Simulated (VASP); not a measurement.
Crystal: Si2Ni.

```
CELL_PARAMETERS angstrom
0.00000 2.50426 2.50426
2.50426 0.00000 2.50426
2.50426 2.50426 0.00000
ATOMIC_POSITIONS crystal
Si 0.25000 0.25000 0.25000
Si 0.75000 0.75000 0.75000
Ni 0.00000 0.00000 0.00000
```

Base run:

```yaml
Program: VASP 6.6.1
Functional: LDA
Potentials_or_basis: VASP PAW LDA potentials, release 64 (Si, Ni)
Cutoff: 520 eV
k_mesh: 14 × 14 × 14
Occupations: gaussian, width 0.15 eV
Spin: collinear spin, ferromagnetic start
Starting_moments: "[0.0, 0.0, 0.625] μB"
Fixed_moment: 0.625 μB
```

Its results: pressure 56.0 GPa; site moments Si +0.08; Ni +0.29 μB.

Problem. The run is repeated on the same cell with these changes: fixed moment from 0.625 μB to 1 μB; moments at the start from [0.0, 0.0, 0.62] to [0.0, 0.0, 1.0]. What comes out?

Solution. Pressure 59.0 GPa; site moments Si +0.12; Ni +0.45 μB.

Caveats: the cell stands under pressure; the total moment is fixed, so each spin has its own Fermi level.
